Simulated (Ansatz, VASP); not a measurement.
# One calculation of AgCl, two programs

```
CELL_PARAMETERS angstrom
0.00000 2.77315 2.77315
2.77315 0.00000 2.77315
2.77315 2.77315 0.00000
ATOMIC_POSITIONS crystal
Ag 0.50902 0.50902 0.49098
Cl 0.00000 0.00000 0.00000
```

Change from the starting cell: all Ag atoms moved -0.050 Å, as atom 1 towards its neighbour atom 2 (Cl) at 2.773 Å.

Alike in both runs: task single point; functional r2SCAN; k mesh 8 × 8 × 8; occupations gaussian, width 0.05 eV; no spin polarisation.

|  | VASP | Ansatz |
| --- | --- | --- |
| version | VASP 6.6.1 | Ansatz 0.2.0 |
| potentials or method | VASP PAW PBE potentials, release 64 (Ag, Cl), cutoff 520 eV | scalar-relativistic, plane waves, PAW |
| valence electrons in the cell | 18 | 26 |

Ansatz gave:

| Item | Value |
| --- | --- |
| gap on the k mesh at the Fermi level (eV) | 1.48 |
| least direct gap on the mesh (eV) | 3.68 |
| pressure (GPa) | 0.0 |
| traceless stress, the component that is largest in VASP (GPa) | 0.08 |
| rms of the force components (eV/Å) | 0.038 |

**Question.** What did VASP give for the same quantities?

**Answer.** gap on the k mesh at the Fermi level (eV): 1.43; least direct gap on the mesh (eV): 3.64; pressure (GPa): -0.1; traceless stress, the component that is largest in VASP (GPa): 0.08; rms of the force components (eV/Å): 0.038.

VASP's potentials were made for PBE, not for r2SCAN. Atom by atom the forces differ by 0.000 eV/Å (rms over components). With one functional, cell and mesh, what is left measures potentials, basis and numerics. VASP's potentials hold 18 valence electrons a cell and Ansatz's 26, so a difference there can come from the potentials and not from the codes.
